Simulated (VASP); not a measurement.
# Sr3O2 (R-3c) in VASP: notebook

Sr3O2 is run at these levels: PBE; tasks: single point, relaxation of cell and atoms.

Program: VASP 6.6.1. These are calculated values, not measurements. Logs are shortened: lines on timing, memory, paths and dates and some standing lists are left out, and cuts for length are marked.

## 1. The cell of the first run

Symmetry: R-3c, No. 167, trigonal system. Conventional cell: a = 6.413 Å, b = 6.413 Å, c = 18.925 Å, α = 90.00°, β = 90.00°, γ = 120.00°. Sr (site symmetry 2) has 4 O at 2.61 to 2.67 Å within 3.4 Å. Within 3.4 Å of O (site symmetry 3) lie 6 Sr at 2.61 to 2.67 Å and 1 O at 3.23 Å.

## 2. Single point, PBE

The input, INCAR:

```
ALGO     = Normal         # electronic algorithm
EDIFF    = 1E-6           # SCF threshold, eV
ENCUT    = 520            # plane-wave cutoff, eV
GGA      = PE             # functional
ISIF     = 2              # what is computed and relaxed
ISMEAR   = 0              # smearing method
LASPH    = True           # aspherical terms in the spheres
LCHARG   = False          # write CHGCAR
LREAL    = False          # projectors in reciprocal space
LWAVE    = False          # write WAVECAR
NBANDS   = 53             # bands
NELM     = 80             # most SCF steps
PREC     = Accurate       # precision mode
SIGMA    = 0.1            # smearing width, eV
```

The input, KPOINTS:

```
k-points
0
Gamma
  3 3 3
```

The input, POSCAR:

```
Sr3O2
1.0
    3.2066785522      1.8513767253      6.3084686986
   -3.2066785522      1.8513767253      6.3084686986
    0.0000000000     -3.7027534506      6.3084686985
Sr O
6 4
Direct
    0.0697007307      0.4302992693      0.7500000000
    0.7500000000      0.0697007307      0.4302992693
    0.4302992693      0.7500000000      0.0697007307
    0.9302992693      0.5697007307      0.2500000000
    0.2500000000      0.9302992693      0.5697007307
    0.5697007307      0.2500000000      0.9302992693
    0.8353929796      0.8353929796      0.8353929796
    0.6646070204      0.6646070204      0.6646070204
    0.1646070204      0.1646070204      0.1646070204
    0.3353929796      0.3353929796      0.3353929796
```

Potentials or basis: VASP PAW PBE potentials, release 64 (Sr_sv, O).

Run with:

```sh
> cat potpaw_PBE.64/Sr_sv/POTCAR potpaw_PBE.64/O/POTCAR > POTCAR
> mpirun -np 1 vasp_std > vasp.out
```

OUTCAR:

```text
EDIFF = 1E-6
   ENCUT = 520
   GGA = PE
   ISIF = 2
   ISMEAR = 0
   LASPH = True
   LREAL = False
   NELM = 80
   PREC = Accurate

 ion  position               nearest neighbor table
   1  0.070  0.430  0.750-   7 2.61   8 2.61   9 2.67  10 2.67   2 3.55   3 3.55   4 3.77   4 3.77
                             2 3.78   3 3.78   3 3.78   2 3.78   5 3.84   6 3.84   5 3.84   6 3.84
   2  0.750  0.070  0.430-   7 2.61   8 2.61  10 2.67   9 2.67   3 3.55   1 3.55   5 3.77   5 3.77
                             1 3.78   3 3.78   3 3.78   1 3.78   6 3.84   6 3.84   4 3.84   4 3.84
   3  0.430  0.750  0.070-   8 2.61   7 2.61   9 2.67  10 2.67   2 3.55   1 3.55   6 3.77   6 3.77
                             1 3.78   2 3.78   2 3.78   1 3.78   5 3.84   5 3.84   4 3.84   4 3.84
   4  0.930  0.570  0.250-   9 2.61  10 2.61   7 2.67   8 2.67   6 3.55   5 3.55   1 3.77   1 3.77
                             5 3.78   6 3.78   6 3.78   5 3.78   3 3.84   2 3.84   2 3.84   3 3.84
   5  0.250  0.930  0.570-   9 2.61  10 2.61   8 2.67   7 2.67   6 3.55   4 3.55   2 3.77   2 3.77
                             4 3.78   6 3.78   6 3.78   4 3.78   3 3.84   3 3.84   1 3.84   1 3.84
   6  0.570  0.250  0.930-  10 2.61   9 2.61   7 2.67   8 2.67   5 3.55   4 3.55   3 3.77   3 3.77
                             4 3.78   5 3.78   5 3.78   4 3.78   2 3.84   2 3.84   1 3.84   1 3.84
   7  0.835  0.835  0.835-   2 2.61   1 2.61   3 2.61   4 2.67   6 2.67   5 2.67
   8  0.665  0.665  0.665-   3 2.61   1 2.61   2 2.61   4 2.67   5 2.67   6 2.67
   9  0.165  0.165  0.165-   5 2.61   4 2.61   6 2.61   1 2.67   3 2.67   2 2.67
  10  0.335  0.335  0.335-   6 2.61   4 2.61   5 2.61   1 2.67   2 2.67   3 2.67

  LATTYP: Found a trigonal (rhomboedric) cell.
 ALAT       =     7.3148588802
 COS(alpha) =     0.6156481767

  Lattice vectors:

 A1 = (   3.2066785522,   1.8513767253,   6.3084686986)
 A2 = (  -3.2066785522,   1.8513767253,   6.3084686986)
 A3 = (   0.0000000000,  -3.7027534506,   6.3084686985)

Analysis of symmetry for initial positions (statically):
=====================================================================
 Subroutine PRICEL returns:
 Original cell was already a primitive cell.

 Routine SETGRP: Setting up the symmetry group for a
 trigonal (rhombohedral) supercell.

 Subroutine GETGRP returns: Found 12 space group operations
 (whereof  6 operations were pure point group operations)
 out of a pool of 12 trial point group operations.

The static configuration has the point symmetry S_6 .
 The point group associated with its full space group is D_3d.

Analysis of symmetry for dynamics (positions and initial velocities):
=====================================================================
 Subroutine PRICEL returns:
 Original cell was already a primitive cell.

 Routine SETGRP: Setting up the symmetry group for a
 trigonal (rhombohedral) supercell.

 Subroutine GETGRP returns: Found 12 space group operations
 (whereof  6 operations were pure point group operations)
 out of a pool of 12 trial point group operations.

The dynamic configuration has the point symmetry S_6 .
 The point group associated with its full space group is D_3d.

 Subroutine INISYM returns: Found 12 space group operations
 (whereof  6 operations are pure point group operations),
 and found     1 'primitive' translations

----------------------------------------------------------------------------------------

                                     Primitive cell

  volume of cell :     224.7116

  direct lattice vectors                    reciprocal lattice vectors
     3.206678552  1.851376725  6.308468699     0.155924578  0.090023097  0.052839025
    -3.206678552  1.851376725  6.308468699    -0.155924578  0.090023097  0.052839025
     0.000000000 -3.702753451  6.308468698     0.000000000 -0.180046194  0.052839025

  length of vectors
     7.314858880  7.314858880  7.314858880     0.187639534  0.187639534  0.187639534

  position of ions in fractional coordinates (direct lattice)
     0.069700731  0.430299269  0.750000000
     0.750000000  0.069700731  0.430299269
     0.430299269  0.750000000  0.069700731
     0.930299269  0.569700731  0.250000000
     0.250000000  0.930299269  0.569700731
     0.569700731  0.250000000  0.930299269
     0.835392980  0.835392980  0.835392980
     0.664607020  0.664607020  0.664607020
     0.164607020  0.164607020  0.164607020
     0.335392980  0.335392980  0.335392980

  ion indices of the primitive-cell ions
   primitive index   ion index
                 1           1
                 2           2
                 3           3
                 4           4
                 5           5
                 6           6
                 7           7
                 8           8
                 9           9
                10          10

----------------------------------------------------------------------------------------

 KPOINTS: k-points

Automatic generation of k-mesh.
 Grid dimensions read from file:
 generate k-points for:    3    3    3

 Generating k-lattice:

  Cartesian coordinates                     Fractional coordinates (reciprocal lattice)
     0.051974859  0.030007699  0.017613008     0.333333333  0.000000000  0.000000000
    -0.051974859  0.030007699  0.017613008     0.000000000  0.333333333  0.000000000
     0.000000000 -0.060015398  0.017613008     0.000000000  0.000000000  0.333333333

  Length of vectors
     0.062546511  0.062546511  0.062546511

  Shift w.r.t. Gamma in fractional coordinates (k-lattice)
     0.000000000  0.000000000  0.000000000

 Subroutine IBZKPT returns following result:
 ===========================================

 Found      6 irreducible k-points:

 Following reciprocal coordinates:
            Coordinates               Weight
  0.000000  0.000000  0.000000      1.000000
  0.333333 -0.000000  0.000000      6.000000
  0.333333  0.333333  0.000000      6.000000
 -0.333333  0.333333  0.000000      6.000000
  0.333333  0.333333  0.333333      2.000000
 -0.333333  0.333333  0.333333      6.000000
   k-points           NKPTS =      6   k-points in BZ     NKDIM =      6   number of bands    NBANDS=     53
   number of dos      NEDOS =    301   number of ions     NIONS =     10
   total plane-waves  NPLWV = 157464
   dimension x,y,z NGX =    54 NGY =   54 NGZ =   54
   dimension x,y,z NGXF=   108 NGYF=  108 NGZF=  108
   ions per type =               6   4
   NGX,Y,Z   is equivalent  to a cutoff of  12.27, 12.27, 12.27 a.u.
   NGXF,Y,Z  is equivalent  to a cutoff of  24.55, 24.55, 24.55 a.u.
 SYSTEM =  unknown system
   PREC   = accura    normal or accurate (medium, high low for compatibility)
   ISTART =      0    job   : 0-new  1-cont  2-samecut
   ICHARG =      2    charge: 1-file 2-atom 10-const
   ISPIN  =      1    spin polarized calculation?
   LNONCOLLINEAR =      F non collinear calculations
   LSORBIT =      F    spin-orbit coupling
   LASPH  =      T    aspherical Exc in radial PAW
   ENCUT  =  520.0 eV  38.22 Ry    6.18 a.u.  13.60 13.60 13.60*2*pi/ulx,y,z
   NELM   =     80;   NELMIN=  2; NELMDL= -5     # of ELM steps
   EDIFF  = 0.1E-05   stopping-criterion for ELM
   LREAL  =      F    real-space projection
[... 7 lines left out ...]
   TEBEG  =    0.0;   TEEND  =   0.0 temperature during run
   PSTRESS=    0.0 pullay stress
   NELECT =      84.0000    total number of electrons
   NUPDOWN=      -1.0000    fix difference up-down
   EMIN   =  10.00;   EMAX   =-10.00  energy-range for DOS
   EFERMI =   0.00;   METHOD = LEGACY
   ISMEAR =     0;   SIGMA  =   0.10  broadening in eV -4-tet -1-fermi 0-gaus
   EFERMI_NEDOS =   21; number of points for ismear=-14 and -15
   IALGO  =     38    algorithm
   IMIX   =      4    mixing-type and parameters
     AMIX     =   0.40;   BMIX     =  1.00
     AMIX_MAG =   1.60;   BMIX_MAG =  1.00
  volume/ion in A,a.u.               =      22.47       151.64
  Fermi-wavevector in a.u.,A,eV,Ry     =   1.179305  2.228563 18.922440  1.390760
  Thomas-Fermi vector in A             =   2.315618
   LORBIT       =      0    0 simple, 1 ext, 2 COOP (PROOUT), +10 PAW based schemes
   GGA     = PE    functional components
   LHFCALC =     F    Hartree Fock is set to
   AEXX    =    0.0000 exact exchange contribution
   IVDW    =     0    specifies the selected vdW correction
   LEPSILON=     F    determine dielectric tensor
   LRPA    =     F    only Hartree local field effects (RPA)
 non-spin polarized calculation
 Gauss-broadening in eV      SIGMA  =   0.10
  energy-cutoff  :      520.00
  volume of cell :      224.71
 maximum number of plane-waves:      6066
 NGX is ok and might be reduce to    54
   NGX = 27   NGY = 27   NGZ = 27

 number of electron      83.9999991 magnetization

 Free energy of the ion-electron system (eV)
  ---------------------------------------------------
  ext. energy  EPLUGINS =         0.00000000
  ---------------------------------------------------
  free energy    TOTEN  =       -49.20261322 eV

  energy without entropy =      -49.19371976  energy(sigma->0) =      -49.19816649

 E-fermi :   4.2799     XC(G=0):  -9.2705

 val. band max:        3.7976312170   @ k =   0.3333  -0.0000   0.0000
 cond. band min:       4.3535377115   @ k =  -0.3333   0.3333   0.0000
 fundamental gap:      0.5559064946
 Fermi energy:         4.2798562028

 k-point     1 :       0.0000    0.0000    0.0000
  band No.  band energies     occupation
      1     -31.9954      2.00000
      2     -31.9220      2.00000
      3     -31.8830      2.00000
      4     -31.8830      2.00000
      5     -31.8772      2.00000
      6     -31.8772      2.00000
[... 45 lines left out ...]
     52       7.2148      0.00000
     53       7.2148      0.00000
[... 278 lines left out ...]
     52       7.0813      0.00000
     53       7.3417      0.00000

------------------------ aborting loop because EDIFF is reached ----------------------------------------

  FORCE on cell =-STRESS in cart. coord.  units (eV):
  Direction    XX          YY          ZZ          XY          YZ          ZX
  --------------------------------------------------------------------------------------
  -------------------------------------------------------------------------------------
  Total        0.3017769      0.3017769      0.7711757      0.0000000      0.0000000      0.0000000
  in kB        2.1516477      2.1516477      5.4984276      0.0000000      0.0000000      0.0000000
  external PRESSURE =       3.2672410 kB  Pullay stress =       0.0000000 kB

 VOLUME and BASIS-vectors are now :
 -----------------------------------------------------------------------------
  energy-cutoff  :      520.00
  volume of cell :      224.71
      direct lattice vectors                 reciprocal lattice vectors
     3.206678552  1.851376725  6.308468699     0.155924578  0.090023097  0.052839025
    -3.206678552  1.851376725  6.308468699    -0.155924578  0.090023097  0.052839025
     0.000000000 -3.702753451  6.308468698     0.000000000 -0.180046194  0.052839025

 POSITION                                       TOTAL-FORCE (eV/Angst)
 -----------------------------------------------------------------------------------
     -1.15632     -1.85138      7.88559         0.024485     -0.000000      0.000000
      2.18150     -0.07572      7.88559        -0.012242      0.021204      0.000000
     -1.02518      1.92709      7.88559        -0.012242     -0.021204     -0.000000
      1.15632      1.85138     11.03982        -0.024485     -0.000000      0.000000
     -2.18150      0.07572     11.03982         0.012242     -0.021204     -0.000000
      1.02518     -1.92709     11.03982         0.012242      0.021204      0.000000
      0.00000      0.00000     15.81015         0.000000     -0.000000      0.004731
      0.00000      0.00000     12.57796         0.000000     -0.000000     -0.004731
      0.00000      0.00000      3.11525         0.000000      0.000000     -0.004731
      0.00000      0.00000      6.34745         0.000000      0.000000      0.004731
 -----------------------------------------------------------------------------------
    total drift:                               -0.000000      0.000000      0.000000

  FREE ENERGIE OF THE ION-ELECTRON SYSTEM (eV)
  ---------------------------------------------------
  free  energy   TOTEN  =       -49.2026132235 eV

  energy  without entropy=      -49.1937197556  energy(sigma->0) =      -49.19816649
```

Wall time 2.8 min (1 thread of AMD EPYC 7R43 (Zen 3), shared host); peak memory 0.35 GiB.

What came out:

| Item | Value |
| --- | --- |
| Free energy | -49.2026 eV |
| Pressure | 0.3 GPa |
| Largest force | 0.024 eV/Å |
| Band gap on the k mesh | zero (band 42 reaches 4.43 eV, above the bottom of band 43 at 4.35 eV) |

Forces in eV/Å, atoms in the order of the input:
```
Sr   0.024  0.000  0.000
Sr  -0.012  0.021  0.000
Sr  -0.012 -0.021  0.000
Sr  -0.024  0.000  0.000
Sr   0.012 -0.021  0.000
Sr   0.012  0.021  0.000
O    0.000  0.000  0.005
O    0.000  0.000 -0.005
O    0.000  0.000 -0.005
O    0.000  0.000  0.005
```

Levels at points of the mesh, in eV from the Fermi level:
| k point | band 39 | band 40 | band 41 | band 42 | band 43 | band 44 | band 45 | band 46 |
| --- | --- | --- | --- | --- | --- | --- | --- | --- |
| (0.00, 0.00, 0.00) | -3.85 | -3.66 | -2.60 | 0.15 | 0.58 | 0.74 | 0.74 | 1.18 |

Caveat: the k points lie up to 0.39 Å⁻¹ apart.

## 3. Relaxation of cell and atoms, PBE

This run uses another cell than the first one, of 22.98 Å³/atom, 1.023 times its volume.

The input, INCAR:

```
  ALGO = Normal
  EDIFF = 1E-6
  EDIFFG = -0.04
  ENCUT = 600
  GGA = PE
  IBRION = 2
  ISIF = 3
  ISMEAR = 0
  LASPH = True
  LCHARG = False
  LREAL = False
  LWAVE = False
  NELM = 80
  NSW = 90
  PREC = Accurate
  SIGMA = 0.1
```

KPOINTS is that of step 2.

The input, POSCAR:

```
Sr3O2
1.0
    3.3154332330      1.9141662695      6.0345863647
   -3.3154332330      1.9141662695      6.0345863647
    0.0000000000     -3.8283325392      6.0345863647
Sr O
6 4
Direct
    0.0562500000      0.4437500000      0.7500000000
    0.7500000000      0.0562500000      0.4437500000
    0.4437500000      0.7500000000      0.0562500000
    0.9437500000      0.5562500000      0.2500000000
    0.2500000000      0.9437500000      0.5562500000
    0.5562500000      0.2500000000      0.9437500000
    0.8521800000      0.8521800000      0.8521800000
    0.6478200000      0.6478200000      0.6478200000
    0.1478200000      0.1478200000      0.1478200000
    0.3521800000      0.3521800000      0.3521800000
```

Potentials or basis: VASP PAW PBE potentials, release 64 (Sr_sv, O).

Run with:

```sh
> cat potpaw_PBE.64/Sr_sv/POTCAR potpaw_PBE.64/O/POTCAR > POTCAR
> mpirun -np 1 vasp_std > vasp.out
```

It took 19 min on 1 thread of AMD EPYC 7R43 (Zen 3), shared host; peak memory 0.49 GiB.

It converged, with:

```
Free energy                            : -49.2141 eV
Relaxed volume                         : 22.56 Å³/atom
Relaxed cell                           : a = 7.334 Å, b = 7.334 Å, c = 7.334 Å, α = 51.86°, β = 51.86°, γ = 51.86°
Space group after relaxing (to 0.05 Å) : R-3c (No. 167)
Energy gained by relaxing              : 114.4 meV/atom
Ionic steps                            : 9
Pressure after relaxing                : 0.0 GPa
Largest force after relaxing           : 0.030 eV/Å
Band gap on the k mesh                 : zero (band 42 reaches 4.39 eV, above the bottom of band 43 at 4.33 eV)
```

Forces in eV/Å, atoms in the order of the input:
```
Sr  -0.027  0.000  0.000
Sr   0.013 -0.023  0.000
Sr   0.013  0.023  0.000
Sr   0.027  0.000  0.000
Sr  -0.013  0.023  0.000
Sr  -0.013 -0.023  0.000
O    0.000  0.000  0.030
O    0.000  0.000 -0.030
O    0.000  0.000 -0.030
O    0.000  0.000  0.030
```

The path:
```csv
step,energy change (eV),largest force (eV/Å),pressure (GPa),volume (Å³)
1,0.0000,1.0464,-0.26,229.78
2,-0.4773,0.9234,-0.17,228.43
3,-0.8443,0.6709,-0.03,225.92
4,-0.8563,0.6136,0.00,225.30
5,-1.0437,0.3927,0.03,224.72
6,-1.0944,0.2345,0.09,224.17
7,-1.1246,0.1725,0.01,224.70
8,-1.1408,0.0752,0.01,225.48
9,-1.1444,0.0300,0.04,225.57
```

Final structure:
```xyz
10
Lattice="3.2072 1.8517 6.3306 -3.2072 1.8517 6.3306 0.0000 -3.7033 6.3306" Properties=species:S:1:pos:R:3 pbc="T T T"
Sr   -1.1500   -1.8517    7.9132
Sr    2.1786   -0.0701    7.9132
Sr   -1.0286    1.9218    7.9132
Sr    1.1500    1.8517   11.0785
Sr   -2.1786    0.0701   11.0785
Sr    1.0286   -1.9218   11.0785
O     0.0000    0.0000   15.8584
O     0.0000    0.0000   12.6292
O     0.0000    0.0000    3.1334
O     0.0000    0.0000    6.3625
```

Levels at points of the mesh, in eV from the Fermi level:
```csv
k point,band 38,band 39,band 40,band 41,band 42,band 43,band 44,band 45,band 46,band 47
"(0.00, 0.00, 0.00)",-3.83,-3.83,-3.64,-2.61,0.13,0.56,0.73,0.73,1.18,1.18
```

Caveat: the k points lie up to 0.39 Å⁻¹ apart in the final cell.
